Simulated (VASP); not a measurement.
Set up this calculation in VASP 6.6.1, as the native input.

- Task: single point
- Functional: PBE
- Potentials or basis: VASP PAW PBE potentials, release 64 (Os)
- Cutoff: 600 eV
- k mesh: 15 × 15 × 9
- Occupations: fermi-dirac, width 0.05 eV
- Spin: no spin polarisation
- Dipole correction: no
- Further INCAR settings: ALGO = Normal; EDIFF = 1e-06; NBANDS = 15

The structure of Os lies in POSCAR:

```
Os
1.0
    2.7067589757      0.0000000000      0.0000000000
   -1.3533794879      2.3441220350      0.0000000000
    0.0000000000      0.0000000000      4.3197000000
Os
2
Direct
    0.3333333333      0.6666666667      0.2500000000
    0.6666666667      0.3333333333      0.7500000000
```

This cell differs from its parent crystal: equal xx and yy strain of -1 %.

The input as run:

INCAR

```
ALGO     = Normal         # electronic algorithm
EDIFF    = 1E-6           # SCF threshold, eV
ENCUT    = 600            # plane-wave cutoff, eV
GGA      = PE             # functional
GGA_COMPAT= F            
ISIF     = 2              # what is computed and relaxed
ISMEAR   = -1             # smearing method
LASPH    = T              # aspherical terms in the spheres
LCHARG   = F              # write CHGCAR
LREAL    = F              # projectors in reciprocal space
LWAVE    = F              # write WAVECAR
NBANDS   = 15             # bands
NELM     = 120            # most SCF steps
PREC     = Accurate       # precision mode
SIGMA    = 0.05           # smearing width, eV
```

KPOINTS

```
k-points
0
Gamma
  15 15 9
```

Potentials or basis: VASP PAW PBE potentials, release 64 (Os).

Command:

```bash
$ cat potpaw_PBE.64/Os/POTCAR > POTCAR
$ mpirun -np 1 vasp_std > vasp.out
```

It gave:

The pressure is 18.1 GPa. The band gap on the k mesh is zero (bands 8 and 9 overlap by 4.02 eV).

Caveat: the cell differs from its parent crystal (equal xx and yy strain of -1 %); the cell stands under pressure; spin-orbit coupling is left out, which moves the levels of the heavy elements.

Wall time 80 s on 1 thread of Intel Xeon 8259CL, on a shared host, peak memory 0.2 GiB.
